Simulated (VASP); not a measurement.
# GaN (F-43m) in VASP: further runs, part 2 of 2

VASP 6.6.1.

## (4) Single point, PBE

File INCAR:

```
SYSTEM = GaN
PREC     = Accurate       ! precision mode
ENCUT    = 600            ! plane-wave cutoff, eV
EDIFF    = 1E-6           ! SCF threshold, eV
ISMEAR   = 0              ! smearing method
SIGMA    = 0.02           ! smearing width, eV
LREAL    = .FALSE.        ! projectors in reciprocal space
LASPH    = .TRUE.         ! aspherical terms in the spheres
NELM     = 120            ! most SCF steps
ALGO     = Normal         ! electronic algorithm
ISIF     = 2              ! what is computed and relaxed
LWAVE    = .FALSE.        ! write WAVECAR
LCHARG   = .FALSE.        ! write CHGCAR
GGA      = PE             ! functional
NBANDS   = 16             ! bands
GGA_COMPAT= .FALSE.
```

File KPOINTS:

```
Automatic mesh
0
G
  10 10 10
  0 0 0
```

File POSCAR:

```
GaN
1.0
    0.0000000000      2.2742865080      2.2742865080
    2.2742865080      0.0000000000      2.2742865080
    2.2742865080      2.2742865080      0.0000000000
Ga N
1 1
Direct
    0.7500000000      0.7500000000      0.7500000000
    0.0000000000      0.0000000000      0.0000000000
```

Potentials or basis: VASP PAW PBE potentials, release 64 (Ga_d, N).

Started as:

```console
$ cat potpaw_PBE.64/Ga_d/POTCAR potpaw_PBE.64/N/POTCAR > POTCAR
$ mpirun -np 1 vasp_std > vasp.out
```

OUTCAR:

```text
SYSTEM = GaN
   PREC = Accurate
   ENCUT = 600
   EDIFF = 1E-6
   ISMEAR = 0
   LREAL = .FALSE.
   LASPH = .TRUE.
   NELM = 120
   ISIF = 2
   GGA = PE

 ion  position               nearest neighbor table
   1  0.750  0.750  0.750-   2 1.97   2 1.97   2 1.97   2 1.97
   2  0.000  0.000  0.000-   1 1.97   1 1.97   1 1.97   1 1.97

  LATTYP: Found a face centered cubic cell.
 ALAT       =     4.5485730160

  Lattice vectors:

 A1 = (   0.0000000000,   2.2742865080,   2.2742865080)
 A2 = (   2.2742865080,   0.0000000000,   2.2742865080)
 A3 = (   2.2742865080,   2.2742865080,   0.0000000000)

Analysis of symmetry for initial positions (statically):
=====================================================================
 Subroutine PRICEL returns:
 Original cell was already a primitive cell.

 Routine SETGRP: Setting up the symmetry group for a
 face centered cubic supercell.

 Subroutine GETGRP returns: Found 24 space group operations
 (whereof 24 operations were pure point group operations)
 out of a pool of 48 trial point group operations.

The static configuration has the point symmetry T_d .

Analysis of symmetry for dynamics (positions and initial velocities):
=====================================================================
 Subroutine PRICEL returns:
 Original cell was already a primitive cell.

 Routine SETGRP: Setting up the symmetry group for a
 face centered cubic supercell.

 Subroutine GETGRP returns: Found 24 space group operations
 (whereof 24 operations were pure point group operations)
 out of a pool of 48 trial point group operations.

The dynamic configuration has the point symmetry T_d .

 Subroutine INISYM returns: Found 24 space group operations
 (whereof 24 operations are pure point group operations),
 and found     1 'primitive' translations

----------------------------------------------------------------------------------------

[... 105 lines left out ...]
   EMIN   =  10.00;   EMAX   =-10.00  energy-range for DOS
   EFERMI =   0.00;   METHOD = LEGACY
   ISMEAR =     0;   SIGMA  =   0.02  broadening in eV -4-tet -1-fermi 0-gaus
   EFERMI_NEDOS =   21; number of points for ismear=-14 and -15
   IALGO  =     38    algorithm
   IMIX   =      4    mixing-type and parameters
     AMIX     =   0.40;   BMIX     =  1.00
     AMIX_MAG =   1.60;   BMIX_MAG =  1.00
  volume/ion in A,a.u.               =      11.76        79.38
  Fermi-wavevector in a.u.,A,eV,Ry     =   1.497306  2.829498 30.503235  2.241925
  Thomas-Fermi vector in A             =   2.609211
   LORBIT       =      0    0 simple, 1 ext, 2 COOP (PROOUT), +10 PAW based schemes
   GGA     = PE    functional components
   LHFCALC =     F    Hartree Fock is set to
   AEXX    =    0.0000 exact exchange contribution
   IVDW    =     0    specifies the selected vdW correction
   LEPSILON=     F    determine dielectric tensor
   LRPA    =     F    only Hartree local field effects (RPA)
 non-spin polarized calculation
 Gauss-broadening in eV      SIGMA  =   0.02
  energy-cutoff  :      600.00
  volume of cell :       23.53
 maximum number of plane-waves:       801
 NGX is ok and might be reduce to    28
   NGX = 13   NGY = 13   NGZ = 13

 number of electron      18.0000002 magnetization

 Free energy of the ion-electron system (eV)
  ---------------------------------------------------
  ext. energy  EPLUGINS =         0.00000000
  ---------------------------------------------------
  free energy    TOTEN  =       -12.15504111 eV

  energy without entropy =      -12.15504111  energy(sigma->0) =      -12.15504111

 E-fermi :   5.0759     XC(G=0): -11.5205

 val. band max:        4.9862119484   @ k =   0.0000   0.0000   0.0000
 cond. band min:       6.5328584707   @ k =   0.0000   0.0000   0.0000
 fundamental gap:      1.5466465223
 Fermi energy:         5.0759394600

 k-point     1 :       0.0000    0.0000    0.0000
  band No.  band energies     occupation
      1     -10.7167      2.00000
      2      -8.4367      2.00000
      3      -8.4367      2.00000
      4      -8.4367      2.00000
      5      -8.1439      2.00000
      6      -8.1439      2.00000
[... 433 lines left out ...]
      3      -8.2303      2.00000
      4      -8.2302      2.00000
      5      -8.0880      2.00000
      6      -7.1869      2.00000
[... 8 lines left out ...]
     15      26.8453      0.00000
     16      27.1148      0.00000

 [... further k-points ...]
[... 5 lines left out ...]
  --------------------------------------------------------------------------------------
  -------------------------------------------------------------------------------------
  Total       -0.0077786     -0.0077786     -0.0077786     -0.0000000      0.0000000      0.0000000
  in kB       -0.5297201     -0.5297201     -0.5297201     -0.0000000      0.0000000      0.0000000
  external PRESSURE =      -0.5297201 kB  Pullay stress =       0.0000000 kB

 VOLUME and BASIS-vectors are now :
 -----------------------------------------------------------------------------
  energy-cutoff  :      600.00
  volume of cell :       23.53
      direct lattice vectors                 reciprocal lattice vectors
     0.000000000  2.274286508  2.274286508    -0.219849170  0.219849170  0.219849170
     2.274286508  0.000000000  2.274286508     0.219849170 -0.219849170  0.219849170
     2.274286508  2.274286508  0.000000000     0.219849170  0.219849170 -0.219849170

 POSITION                                       TOTAL-FORCE (eV/Angst)
 -----------------------------------------------------------------------------------
      3.41143      3.41143      3.41143         0.000000      0.000000      0.000000
      0.00000      0.00000      0.00000        -0.000000     -0.000000     -0.000000
 -----------------------------------------------------------------------------------
    total drift:                                0.000000      0.000000      0.000000

  FREE ENERGIE OF THE ION-ELECTRON SYSTEM (eV)
  ---------------------------------------------------
  free  energy   TOTEN  =       -12.1550411121 eV

  energy  without entropy=      -12.1550411121  energy(sigma->0) =      -12.15504111
```

stdout:

```text
POSCAR found type information on POSCAR GaN
 POSCAR found :  2 types and       2 ions
 scaLAPACK will be used
 LDA part: xc-table for (Slater+PW92), standard interpolation
 POSCAR, INCAR and KPOINTS ok, starting setup
 FFT: planning ... GRIDC
 FFT: planning ... GRID_SOFT
 FFT: planning ... GRID
 WAVECAR not read
 entering main loop
```

Run time: 15 s. Hardware: 1 thread of Intel Xeon 6975P-C (Granite Rapids), shared host; peak memory 0.16 GiB.

What came out:

* Free energy: -12.1550 eV
* Pressure: -0.1 GPa
* Band gap on the k mesh: 1.55 eV, direct

Levels at points of the mesh, in eV from the valence-band top:
| k point | band 7 | band 8 | band 9 | band 10 | band 11 | band 12 |
| --- | --- | --- | --- | --- | --- | --- |
| (0.00, 0.00, 0.00) | 0.00 | 0.00 | 0.00 | 1.55 | 10.13 | 10.13 |
| (0.50, 0.00, 0.00) | -6.86 | -0.93 | -0.93 | 4.45 | 8.59 | 10.22 |
| (0.50, 0.50, 0.00) | -6.01 | -2.61 | -2.61 | 3.34 | 6.50 | 11.52 |

## (5) The runs side by side

| cell | k mesh | smearing | gap on the mesh (eV) | pressure (GPa) |
| --- | --- | --- | --- | --- |
| a = 3.218 Å, angles 60.0°, 2 atoms | 6 × 6 × 6 | gaussian 0.1 eV | 1.53 | -0.4 |
| a = 3.622 Å, angles 60.0°, 2 atoms | 6 × 6 × 6 | gaussian 0.1 eV | none | -26.7 |
| a = 3.216 Å, angles 60.0°, 2 atoms | 10 × 10 × 10 | gaussian 0.02 eV | 1.55 | -0.1 |

Alike in all rows: task single point; level PBE; potentials or basis VASP PAW PBE potentials, release 64 (Ga_d, N); no spin polarisation; cutoff (eV) 600.

Absolute energies hang on the potentials; compare differences alone.
